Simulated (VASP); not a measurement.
# SrMg (Pm-3m) in VASP: further runs

Runs on SrMg. Level: LDA. Tasks: single point.

Program: VASP 6.6.1. These are calculated values, not measurements. Logs are shortened: lines on timing, memory, paths and dates and some standing lists are left out, and cuts for length are marked.

## 1. The cell of the first run

Symmetry: Pm-3m, No. 221, cubic system. The conventional cell has a = 3.289 Å, b = 3.289 Å, c = 3.289 Å, α = 90.00°, β = 90.00°, γ = 90.00°. Sr (site symmetry m-3m) has 8 Mg at 2.85 Å and 6 Sr at 3.29 Å within 3.8 Å. Mg (site symmetry m-3m) has 8 Sr at 2.85 Å and 6 Mg at 3.29 Å within 3.8 Å.

## 2. Single point, LDA (17.80 Å³/atom)

INCAR

```
SYSTEM = SrMg
PREC     = Accurate       ! precision mode
ENCUT    = 520            ! plane-wave cutoff, eV
EDIFF    = 1E-6           ! SCF threshold, eV
ISMEAR   = -1             ! smearing method
SIGMA    = 0.05           ! smearing width, eV
LREAL    = .False.        ! projectors in reciprocal space
LASPH    = .True.         ! aspherical terms in the spheres
NELM     = 100            ! most SCF steps
ALGO     = Normal         ! electronic algorithm
ISIF     = 2              ! what is computed and relaxed
LWAVE    = .False.        ! write WAVECAR
LCHARG   = .False.        ! write CHGCAR
GGA      = CA             ! functional
NBANDS   = 13             ! bands
```

KPOINTS

```
Automatic mesh
0
Gamma
  9 9 9
  0 0 0
```

POSCAR

```
SrMg
1.0
    3.2893873947      0.0000000000      0.0000000000
    0.0000000000      3.2893873947      0.0000000000
    0.0000000000      0.0000000000      3.2893873947
Sr Mg
1 1
Direct
    0.5000000000      0.5000000000      0.5000000000
    0.0000000000      0.0000000000      0.0000000000
```

Potentials or basis: VASP PAW LDA potentials, release 64 (Sr_sv, Mg).

The run is started by

```sh
$ cat potpaw_LDA.64/Sr_sv/POTCAR potpaw_LDA.64/Mg/POTCAR > POTCAR
$ mpirun -np 1 vasp_std > vasp.out
```

OUTCAR:

```text
SYSTEM = SrMg
   PREC = Accurate
   ENCUT = 520
   EDIFF = 1E-6
   ISMEAR = -1
   LREAL = .False.
   LASPH = .True.
   NELM = 100
   ISIF = 2
   GGA = CA

 ion  position               nearest neighbor table
   1  0.500  0.500  0.500-   2 2.85   2 2.85   2 2.85   2 2.85   2 2.85   2 2.85   2 2.85   2 2.85

   2  0.000  0.000  0.000-   1 2.85   1 2.85   1 2.85   1 2.85   1 2.85   1 2.85   1 2.85   1 2.85

  LATTYP: Found a simple cubic cell.
 ALAT       =     3.2893873947

  Lattice vectors:

 A1 = (   3.2893873947,   0.0000000000,   0.0000000000)
 A2 = (   0.0000000000,   3.2893873947,   0.0000000000)
 A3 = (   0.0000000000,   0.0000000000,   3.2893873947)

Analysis of symmetry for initial positions (statically):
=====================================================================
 Subroutine PRICEL returns:
 Original cell was already a primitive cell.

 Routine SETGRP: Setting up the symmetry group for a
 simple cubic supercell.

 Subroutine GETGRP returns: Found 48 space group operations
 (whereof 48 operations were pure point group operations)
 out of a pool of 48 trial point group operations.

The static configuration has the point symmetry O_h .

Analysis of symmetry for dynamics (positions and initial velocities):
=====================================================================
 Subroutine PRICEL returns:
 Original cell was already a primitive cell.

 Routine SETGRP: Setting up the symmetry group for a
 simple cubic supercell.

 Subroutine GETGRP returns: Found 48 space group operations
 (whereof 48 operations were pure point group operations)
 out of a pool of 48 trial point group operations.

The dynamic configuration has the point symmetry O_h .

 Subroutine INISYM returns: Found 48 space group operations
 (whereof 48 operations are pure point group operations),
 and found     1 'primitive' translations

----------------------------------------------------------------------------------------

                                     Primitive cell

  volume of cell :      35.5914

  direct lattice vectors                    reciprocal lattice vectors
     3.289387395  0.000000000  0.000000000     0.304007975  0.000000000  0.000000000
     0.000000000  3.289387395  0.000000000     0.000000000  0.304007975  0.000000000
     0.000000000  0.000000000  3.289387395     0.000000000  0.000000000  0.304007975

  length of vectors
     3.289387395  3.289387395  3.289387395     0.304007975  0.304007975  0.304007975

  position of ions in fractional coordinates (direct lattice)
     0.500000000  0.500000000  0.500000000
     0.000000000  0.000000000  0.000000000

  ion indices of the primitive-cell ions
   primitive index   ion index
                 1           1
                 2           2

----------------------------------------------------------------------------------------

 KPOINTS: Automatic mesh

Automatic generation of k-mesh.
 Grid dimensions read from file:
 generate k-points for:    9    9    9

 Generating k-lattice:

  Cartesian coordinates                     Fractional coordinates (reciprocal lattice)
     0.033778664  0.000000000  0.000000000     0.111111111  0.000000000  0.000000000
     0.000000000  0.033778664  0.000000000     0.000000000  0.111111111  0.000000000
     0.000000000  0.000000000  0.033778664     0.000000000  0.000000000  0.111111111

  Length of vectors
     0.033778664  0.033778664  0.033778664

  Shift w.r.t. Gamma in fractional coordinates (k-lattice)
     0.000000000  0.000000000  0.000000000

 Subroutine IBZKPT returns following result:
 ===========================================

 Found     35 irreducible k-points:

 Following reciprocal coordinates:
            Coordinates               Weight
  0.000000  0.000000  0.000000      1.000000
  0.111111  0.000000  0.000000      6.000000
  0.222222  0.000000  0.000000      6.000000
  0.333333  0.000000  0.000000      6.000000
  0.444444  0.000000  0.000000      6.000000
  0.111111  0.111111  0.000000     12.000000
[... 16 lines left out ...]
  0.333333  0.333333  0.111111     24.000000
  0.444444  0.333333  0.111111     48.000000
 [... further k-points ...]
   k-points           NKPTS =     35   k-points in BZ     NKDIM =     35   number of bands    NBANDS=     13
   number of dos      NEDOS =    301   number of ions     NIONS =      2
   total plane-waves  NPLWV =  13824
   dimension x,y,z NGX =    24 NGY =   24 NGZ =   24
   dimension x,y,z NGXF=    48 NGYF=   48 NGZF=   48
   ions per type =               1   1
   NGX,Y,Z   is equivalent  to a cutoff of  12.13, 12.13, 12.13 a.u.
   NGXF,Y,Z  is equivalent  to a cutoff of  24.26, 24.26, 24.26 a.u.
 SYSTEM =  SrMg
   PREC   = accura    normal or accurate (medium, high low for compatibility)
   ISTART =      0    job   : 0-new  1-cont  2-samecut
   ICHARG =      2    charge: 1-file 2-atom 10-const
   ISPIN  =      1    spin polarized calculation?
   LNONCOLLINEAR =      F non collinear calculations
   LSORBIT =      F    spin-orbit coupling
   LASPH  =      T    aspherical Exc in radial PAW
   ENCUT  =  520.0 eV  38.22 Ry    6.18 a.u.   6.12  6.12  6.12*2*pi/ulx,y,z
   NELM   =    100;   NELMIN=  2; NELMDL= -5     # of ELM steps
   EDIFF  = 0.1E-05   stopping-criterion for ELM
   LREAL  =      F    real-space projection
   EDIFFG = 0.1E-04   stopping-criterion for IOM
   NSW    =      0    number of steps for IOM
   IBRION =     -1    ionic relax: 0-MD 1-quasi-New 2-CG
   NFREE  =      0    steps in history (QN), initial steepest desc. (CG)
   ISIF   =      2    stress and relaxation
   ISYM   =      2    0-nonsym 1-usesym 2-fastsym
   POTIM  = 0.5000    time-step for ionic-motion
   TEBEG  =    0.0;   TEEND  =   0.0 temperature during run
   PSTRESS=    0.0 pullay stress
   NELECT =      12.0000    total number of electrons
   NUPDOWN=      -1.0000    fix difference up-down
   EMIN   =  10.00;   EMAX   =-10.00  energy-range for DOS
   EFERMI =   0.00;   METHOD = LEGACY
   ISMEAR =    -1;   SIGMA  =   0.05  broadening in eV -4-tet -1-fermi 0-gaus
   EFERMI_NEDOS =   21; number of points for ismear=-14 and -15
   IALGO  =     38    algorithm
   IMIX   =      4    mixing-type and parameters
     AMIX     =   0.40;   BMIX     =  1.00
     AMIX_MAG =   1.60;   BMIX_MAG =  1.00
  volume/ion in A,a.u.               =      17.80       120.09
  Fermi-wavevector in a.u.,A,eV,Ry     =   1.139428  2.153207 17.664392  1.298296
  Thomas-Fermi vector in A             =   2.276131
   LORBIT       =      0    0 simple, 1 ext, 2 COOP (PROOUT), +10 PAW based schemes
   GGA     = CA    functional components
   LHFCALC =     F    Hartree Fock is set to
   AEXX    =    0.0000 exact exchange contribution
   IVDW    =     0    specifies the selected vdW correction
   LEPSILON=     F    determine dielectric tensor
   LRPA    =     F    only Hartree local field effects (RPA)
 non-spin polarized calculation
  energy-cutoff  :      520.00
  volume of cell :       35.59
 maximum number of plane-waves:       973
   NGX = 13   NGY = 13   NGZ = 13

 number of electron      12.0000000 magnetization

 Free energy of the ion-electron system (eV)
  ---------------------------------------------------
  ext. energy  EPLUGINS =         0.00000000
  ---------------------------------------------------
  free energy    TOTEN  =        -1.24369792 eV

  energy without entropy =       -1.23281085  energy(sigma->0) =       -1.23825439

 E-fermi :   5.4710     XC(G=0): -10.8588

 val. band max:        5.3985284355   @ k =   0.1111   0.1111   0.0000
 cond. band min:       5.4751950912   @ k =   0.1111   0.1111   0.0000
 fundamental gap:      0.0766666557
 Fermi energy:         5.4710134637

 k-point     1 :       0.0000    0.0000    0.0000
  band No.  band energies     occupation
      1     -29.3541      2.00000
      2     -11.1192      2.00000
      3     -11.1192      2.00000
      4     -11.1192      2.00000
      5      -0.5097      2.00000
      6       5.1333      1.99767
      7       5.1333      1.99767
      8      12.4348      0.00000
      9      12.4348      0.00000
     10      12.4348      0.00000
     11      13.0044      0.00000
     12      13.0044      0.00000
     13      13.0044      0.00000

 k-point     2 :       0.1111    0.0000    0.0000
  band No.  band energies     occupation
      1     -29.3377      2.00000
      2     -11.3090      2.00000
      3     -11.1037      2.00000
      4     -11.1037      2.00000
      5      -0.2243      2.00000
      6       5.2660      1.96743
      7       5.3070      1.92755
      8      11.2087      0.00000
      9      11.2087      0.00000
     10      12.5182      0.00000
     11      12.5587      0.00000
     12      14.1650      0.00000
     13      14.1650      0.00000

 k-point     3 :       0.2222    0.0000    0.0000
  band No.  band energies     occupation
      1     -29.2957      2.00000
      2     -11.7557      2.00000
      3     -11.0639      2.00000
      4     -11.0639      2.00000
      5       0.5206      2.00000
      6       5.5355      0.43176
      7       5.6448      0.06006
      8       9.9139      0.00000
      9       9.9139      0.00000
     10      12.1253      0.00000
     11      12.7436      0.00000
     12      14.5490      0.00000
     13      15.3084      0.00000

 k-point     4 :       0.3333    0.0000    0.0000
  band No.  band energies     occupation
      1     -29.2473      2.00000
      2     -12.2168      2.00000
      3     -11.0181      2.00000
      4     -11.0181      2.00000
      5       1.5219      2.00000
      6       5.1851      1.99345
      7       6.1891      0.00000
      8       8.9607      0.00000
      9       8.9607      0.00000
     10      12.7740      0.00000
     11      12.8970      0.00000
     12      13.0304      0.00000
     13      16.1592      0.00000

 k-point     5 :       0.4444    0.0000    0.0000
  band No.  band energies     occupation
      1     -29.2152      2.00000
      2     -12.4965      2.00000
      3     -10.9878      2.00000
      4     -10.9878      2.00000
      5       2.5513      2.00000
      6       4.3277      2.00000
      7       6.6658      0.00000
      8       8.4590      0.00000
      9       8.4590      0.00000
     10      11.6688      0.00000
     11      13.2402      0.00000
     12      14.7666      0.00000
     13      16.6685      0.00000
[... 257 lines left out ...]
 k-point    22 :       0.4444    0.2222    0.1111
  band No.  band energies     occupation
      1     -29.1467      2.00000
      2     -12.3513      2.00000
      3     -11.5278      2.00000
      4     -11.0907      2.00000
      5       3.1029      2.00000
      6       4.3804      2.00000
      7       6.4826      0.00000
      8       7.7865      0.00000
      9       9.4723      0.00000
     10      10.1456      0.00000
     11      14.8206      0.00000
     12      15.2286      0.00000
     13      16.1516      0.00000

 k-point    23 :       0.3333    0.3333    0.1111
  band No.  band energies     occupation
      1     -29.1323      2.00000
      2     -12.0315      2.00000
      3     -11.9627      2.00000
      4     -11.0741      2.00000
      5       2.6612      2.00000
      6       4.9670      1.99992
      7       6.5443      0.00000
      8       7.9983      0.00000
      9       9.3122      0.00000
     10       9.8971      0.00000
     11      14.3317      0.00000
     12      14.8071      0.00000
     13      15.9268      0.00000

 k-point    24 :       0.4444    0.3333    0.1111
  band No.  band energies     occupation
      1     -29.1025      2.00000
      2     -12.2560      2.00000
      3     -11.9384      2.00000
      4     -11.0403      2.00000
      5       2.6650      2.00000
      6       5.0893      1.99903
      7       6.4134      0.00000
      8       7.7517      0.00000
      9       9.7537      0.00000
     10       9.9526      0.00000
     11      14.7386      0.00000
     12      14.9198      0.00000
     13      15.8132      0.00000

 [... further k-points ...]

------------------------ aborting loop because EDIFF is reached ----------------------------------------

  FORCE on cell =-STRESS in cart. coord.  units (eV):
  Direction    XX          YY          ZZ          XY          YZ          ZX
  --------------------------------------------------------------------------------------
  -------------------------------------------------------------------------------------
  Total        9.7745569      9.7745569      9.7745569     -0.0000000     -0.0000000      0.0000000
  in kB      440.0100452    440.0100452    440.0100452     -0.0000000     -0.0000000      0.0000000
  external PRESSURE =     440.0100452 kB  Pullay stress =       0.0000000 kB

 VOLUME and BASIS-vectors are now :
 -----------------------------------------------------------------------------
  energy-cutoff  :      520.00
  volume of cell :       35.59
      direct lattice vectors                 reciprocal lattice vectors
     3.289387395  0.000000000  0.000000000     0.304007975  0.000000000  0.000000000
     0.000000000  3.289387395  0.000000000     0.000000000  0.304007975  0.000000000
     0.000000000  0.000000000  3.289387395     0.000000000  0.000000000  0.304007975

 POSITION                                       TOTAL-FORCE (eV/Angst)
 -----------------------------------------------------------------------------------
      1.64469      1.64469      1.64469         0.000000      0.000000      0.000000
      0.00000      0.00000      0.00000         0.000000      0.000000      0.000000
 -----------------------------------------------------------------------------------
    total drift:                                0.000000     -0.000000     -0.000000

  FREE ENERGIE OF THE ION-ELECTRON SYSTEM (eV)
  ---------------------------------------------------
  free  energy   TOTEN  =        -1.2436979191 eV

  energy  without entropy=       -1.2328108535  energy(sigma->0) =       -1.23825439
```

Run time: 14 s. Hardware: 1 thread of Intel Xeon 8259CL, shared host; peak memory 0.14 GiB.

What came out:

- Free energy: -1.2437 eV
- Pressure: 44.0 GPa
- Band gap on the k mesh: zero (bands 6 and 7 overlap by 2.32 eV)

Caveat: the cell stands under pressure.

## 3. Single point, LDA (17.80 Å³/atom)

INCAR

```
PREC     = Accurate       # precision mode
ENCUT    = 520            # plane-wave cutoff, eV
EDIFF    = 1E-6           # SCF threshold, eV
ISMEAR   = -1             # smearing method
SIGMA    = 0.05           # smearing width, eV
LREAL    = False          # projectors in reciprocal space
LASPH    = True           # aspherical terms in the spheres
NELM     = 80             # most SCF steps
ALGO     = Normal         # electronic algorithm
ISIF     = 2              # what is computed and relaxed
LWAVE    = False          # write WAVECAR
LCHARG   = False          # write CHGCAR
GGA      = CA             # functional
NBANDS   = 13             # bands
```

KPOINTS

```
regular mesh
0
Gamma
  9 9 9
```

POSCAR is that of step 2.

Potentials or basis: VASP PAW LDA potentials, release 64 (Sr_sv, Mg).

The run is started by

```sh
$ cat potpaw_LDA.64/Sr_sv/POTCAR potpaw_LDA.64/Mg/POTCAR > POTCAR
$ mpirun -np 1 vasp_std > vasp.out
```

Run time: 12 s. Hardware: 1 thread of Intel Xeon 8259CL, shared host; peak memory 0.14 GiB.

Results (log left out):

- Free energy: -1.2437 eV
- Pressure: 44.0 GPa
- Band gap on the k mesh: zero (bands 6 and 7 overlap by 2.32 eV)

Levels at points of the mesh, in eV from the Fermi level:
| k point | band 4 | band 5 | band 6 | band 7 | band 8 | band 9 |
| --- | --- | --- | --- | --- | --- | --- |
| (0.00, 0.00, 0.00) | -16.59 | -5.98 | -0.34 | -0.34 | 6.96 | 6.96 |

Caveat: the cell stands under pressure.

## 4. Single point, LDA (20.76 Å³/atom)

This run uses another cell than the first one, of 20.76 Å³/atom.

INCAR

```
PREC = Accurate
ENCUT = 520
EDIFF = 1E-7
ISMEAR = -1
SIGMA = 0.05
LREAL = False
LASPH = True
NELM = 100
ALGO = Normal
ISIF = 2
LWAVE = False
LCHARG = False
GGA = CA
NBANDS = 13
```

KPOINTS

```
Automatic mesh
0
Gamma
  9 9 9
```

POSCAR

```
SrMg
1.0
    3.4628256068      0.0000000000      0.0000000000
    0.0000000000      3.4628256068      0.0000000000
    0.0000000000      0.0000000000      3.4628256068
Sr Mg
1 1
Direct
    0.5000000000      0.5000000000      0.5000000000
    0.0000000000      0.0000000000      0.0000000000
```

The run is started by

```sh
$ cat potpaw_LDA.64/Sr_sv/POTCAR potpaw_LDA.64/Mg/POTCAR > POTCAR
$ mpirun -np 1 vasp_std > vasp.out
```

Run time: 30 s. Hardware: 1 thread of Intel Xeon 8259CL, shared host; peak memory 0.15 GiB.

It converged, with:

```
Free energy            : -2.5074 eV
Pressure               : 25.9 GPa
Band gap on the k mesh : zero (bands 6 and 7 overlap by 1.92 eV)
```

Levels at points of the mesh, in eV from the Fermi level:
```csv
k point,band 2,band 3,band 4,band 5,band 6,band 7,band 8,band 9,band 10,band 11
"(0.00, 0.00, 0.00)",-16.86,-16.86,-16.86,-5.91,-0.02,-0.02,6.30,6.30,6.30,6.36
```

Caveat: the cell stands under pressure.

## 5. Single point, LDA (25.21 Å³/atom)

This run uses another cell than the first one, of 25.21 Å³/atom.

INCAR

```
SYSTEM = SrMg
PREC     = Accurate       ! precision mode
ENCUT    = 520            ! plane-wave cutoff, eV
EDIFF    = 1E-7           ! SCF threshold, eV
ISMEAR   = -1             ! smearing method
SIGMA    = 0.05           ! smearing width, eV
LREAL    = .False.        ! projectors in reciprocal space
LASPH    = .True.         ! aspherical terms in the spheres
NELM     = 100            ! most SCF steps
ALGO     = Normal         ! electronic algorithm
ISIF     = 2              ! what is computed and relaxed
LWAVE    = .False.        ! write WAVECAR
LCHARG   = .False.        ! write CHGCAR
NBANDS   = 13             ! bands
```

KPOINTS

```
regular mesh
0
Gamma
  9 9 9
  0 0 0
```

POSCAR

```
SrMg
1.0
    3.6943461250      0.0000000000      0.0000000000
    0.0000000000      3.6943461250      0.0000000000
    0.0000000000      0.0000000000      3.6943461250
Sr Mg
1 1
Direct
    0.5000000000      0.5000000000      0.5000000000
    0.0000000000      0.0000000000      0.0000000000
```

The run is started by

```sh
$ cat potpaw_LDA.64/Sr_sv/POTCAR potpaw_LDA.64/Mg/POTCAR > POTCAR
$ mpirun -np 1 vasp_std > vasp.out
```

Wall time 27 s (1 thread of Intel Xeon 8259CL, shared host); peak memory 0.16 GiB.

Results (log left out):

```
Free energy            : -3.4792 eV
Pressure               : 10.9 GPa
Band gap on the k mesh : zero (bands 6 and 7 overlap by 1.51 eV)
```

Levels at points of the mesh, in eV from the Fermi level:
| k point | band 2 | band 3 | band 4 | band 5 | band 6 | band 7 | band 8 | band 9 | band 10 | band 11 |
| --- | --- | --- | --- | --- | --- | --- | --- | --- | --- | --- |
| (0.00, 0.00, 0.00) | -17.12 | -17.12 | -17.12 | -5.56 | 0.40 | 0.40 | 5.26 | 5.26 | 5.26 | 5.64 |

Caveat: the cell stands under pressure.

## 6. The runs side by side

```csv
cell,gap on the mesh (eV),pressure (GPa)
"a = 3.289 Å, 2 atoms",none,44.0
"a = 3.463 Å, 2 atoms",none,25.9
"a = 3.694 Å, 2 atoms",none,10.9
```

Alike in all rows: task single point; level LDA; potentials or basis VASP PAW LDA potentials, release 64 (Sr_sv, Mg); no spin polarisation; k mesh 9 × 9 × 9; cutoff (eV) 520; smearing fermi-dirac 0.05 eV.

Caveats: the cell stands under pressure.

Total energies depend on the potentials used, so only differences within one code and one set of settings carry meaning.

The gap in the log of VASP goes by the Fermi energy; the results here count the filled bands.